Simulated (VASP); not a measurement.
Set up this calculation in VASP 6.6.1, as the native input.

```
Task                   : single point
Functional             : PBE
Potentials or basis    : VASP PAW PBE potentials, release 64 (Sn_d, Te)
Cutoff                 : 520 eV
k mesh                 : 12 × 12 × 4
Occupations            : gaussian, width 0.02 eV
Spin                   : no spin polarisation
Dipole correction      : no
Further INCAR settings : ALGO = Normal; EDIFF = 1e-06; NBANDS = 28
```

The structure of SnTe lies in POSCAR:

```
SnTe
1.0
    4.2018674436      0.0000000000      0.0000000000
   -2.1009337218      3.6389239495      0.0000000000
    0.0000000000      0.0000000000     11.9766454190
Sn Te
2 2
Direct
    0.0000000000      0.0000000000      0.8136327547
    0.0000000000      0.0000000000      0.1863672453
    0.3333333333      0.6666666667      0.6735374372
    0.6666666667      0.3333333333      0.3264625628
```

The cell was built from a structure type or drawn by symmetry, and may not be a known phase.

One way to write it, as run:

INCAR

```
SYSTEM = SnTe
PREC     = Accurate       ! precision mode
ENCUT    = 520            ! plane-wave cutoff, eV
EDIFF    = 1E-6           ! SCF threshold, eV
ISMEAR   = 0              ! smearing method
SIGMA    = 0.02           ! smearing width, eV
LREAL    = .False.        ! projectors in reciprocal space
LASPH    = .True.         ! aspherical terms in the spheres
NELM     = 80             ! most SCF steps
ALGO     = Normal         ! electronic algorithm
ISIF     = 2              ! what is computed and relaxed
LWAVE    = .False.        ! write WAVECAR
LCHARG   = .False.        ! write CHGCAR
GGA      = PE             ! functional
NBANDS   = 28             ! bands
```

KPOINTS

```
Automatic mesh
0
Gamma
  12 12 4
  0 0 0
```

Potentials or basis: VASP PAW PBE potentials, release 64 (Sn_d, Te).

Run with:

```console
$ cat potpaw_PBE.64/Sn_d/POTCAR potpaw_PBE.64/Te/POTCAR > POTCAR
$ mpirun -np 1 vasp_std > vasp.out
```

Results of the run:

```json
{
 "Pressure": "0.0 GPa",
 "Largest force": "0.029 eV/Å",
 "Band gap on the k mesh": "0.93 eV (least direct gap 1.14 eV)"
}
```

Caveat: spin-orbit coupling is left out, which moves the levels of the heavy elements.

Wall time 4.9 min on 1 thread of Intel(R) Xeon(R) Platinum 8375C CPU @ 2.90GHz (Ice Lake), with other jobs on the host, peak memory 0.5 GiB.
